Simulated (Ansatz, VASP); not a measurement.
# Two plane-wave programs on BaTiO3

Contents of POSCAR:

```
BaTiO3
1.0
    3.9723905716      0.0000000000      0.0000000000
    0.0000000000      2.8905577598      2.9158992941
    0.0000000000     -2.8905577598      2.9158992941
Ba Ti O
1 1 3
Direct
    0.0000000000      0.0115969521      0.0115969521
    0.5000000000      0.5278060064      0.5278060064
    0.0000000000      0.4872863765      0.4872863765
    0.5000000000      0.4931620084      0.9763686566
    0.5000000000      0.9763686566      0.4931620084
```

INCAR.step1

```
SYSTEM = BaTiO3
PREC = Accurate ; ENCUT = 520
ISMEAR = 0 ; SIGMA = 0.02
LREAL = .False. ; LASPH = .True.
NELM = 150 ; ISPIN = 2
MAGMOM = 0 1 0 0 0 ; LMAXMIX = 4
NBANDS = 32 ; GGA = PE
ALGO = Normal ; EDIFF = 1E-4
LWAVE = .True. ; LCHARG = .False.
```

INCAR.step2

```
SYSTEM = BaTiO3
PREC = Accurate ; ENCUT = 520
EDIFF = 1E-6 ; ISMEAR = 0
SIGMA = 0.02 ; LREAL = .False.
LASPH = .True. ; NELM = 150
ALGO = Normal ; ISIF = 2
LWAVE = .False. ; LCHARG = .True.
ISPIN = 2 ; MAGMOM = 0 1 0 0 0
LORBIT = 11 ; LMAXMIX = 4
METAGGA = R2SCAN ; LMIXTAU = .True.
LELF = .True. ; LVHAR = .True.
NBANDS = 32 ; ISTART = 1
```

The input KPOINTS:

```
regular mesh
0
Gamma
  8 8 8
  0 0 0
```

Input for Ansatz:

```yaml
crystal:
  lattice:
    - [3.9723905716, 0.0, 0.0]
    - [0.0, 2.8905577598, 2.9158992941]
    - [0.0, -2.8905577598, 2.9158992941]
  atoms:
    - { symbol: Ba, position: [0.0, 0.0115969521, 0.0115969521] }
    - { symbol: Ti, position: [0.5, 0.5278060064, 0.5278060064], spin: 1.0 }
    - { symbol: O, position: [0.0, 0.4872863765, 0.4872863765] }
    - { symbol: O, position: [0.5, 0.4931620084, 0.9763686566] }
    - { symbol: O, position: [0.5, 0.9763686566, 0.4931620084] }
basis:
  ecutwfc: 500
kpoints:
  mp_grid: { grid: [8, 8, 8] }
  band_path:
    path:
      - [[0.0, 0.0, 0.0], [0.0, 0.5, 0.5], [0.0, 0.50432652, 0.49567348]]
      - [[0.0, 0.49567348, -0.49567348], [0.0, 0.0, 0.0], [0.5, 0.0, 0.0], [0.5, 0.49567348, -0.49567348]]
      - [[0.5, 0.50432652, 0.49567348], [0.5, 0.5, 0.5], [0.0, 0.5, 0.5]]
      - [[0.0, 0.0, 0.0], [0.0, 0.5, 0.0], [0.5, 0.5, 0.0], [0.5, 0.0, 0.0], [0.5, 0.5, 0.5]]
    npoints: 14
hamiltonian:
  xc: r2scan
scf:
  occupations: { method: gaussian, width: 0.02 }
  n_extra_bands: 12
output:
  forces: true
  stress: true
  eigenvalues: true
  populations: true
  dos: { projected: true, de: 0.02, nscf_kmesh: { grid: [12, 12, 12] } }
  bader: true
  write_density: true
  write_potential: true
  elf: true
  volumetric_format: npy
magnetization:
  spin_polarized: true
```

Alike in both runs: task single point; functional r2SCAN; k mesh 8 × 8 × 8; occupations gaussian, width 0.02 eV; collinear spin.

```csv
,VASP,Ansatz
version,VASP 6.6.1,Ansatz 0.2.0
potentials or method,"VASP PAW PBE potentials, release 64 (Ba_sv, Ti_sv, O), cutoff 520 eV","scalar-relativistic, plane waves, PAW"
valence electrons in the cell,40,40
```

```tsv
	VASP	Ansatz	Ansatz less VASP
gap on the k mesh at the Fermi level (eV)	2.74	2.75	+0.010
least direct gap on the mesh (eV)	3.31	3.29	-0.019
pressure (GPa)	-1.4	-3.2	-1.77
traceless stress, the component that is largest in VASP (GPa)	0.03	-0.08	-0.109
rms of the force components (eV/Å)	0.047	0.049	+0.0015
net moment per atom (μB)	0.00	0.00	0.000
```

VASP's potentials were made for PBE, not for r2SCAN. Atom by atom the forces differ by 0.071 eV/Å (rms over components). Ansatz's warnings: seeded moment not kept, stability check not made.

Spin-orbit coupling is off throughout.
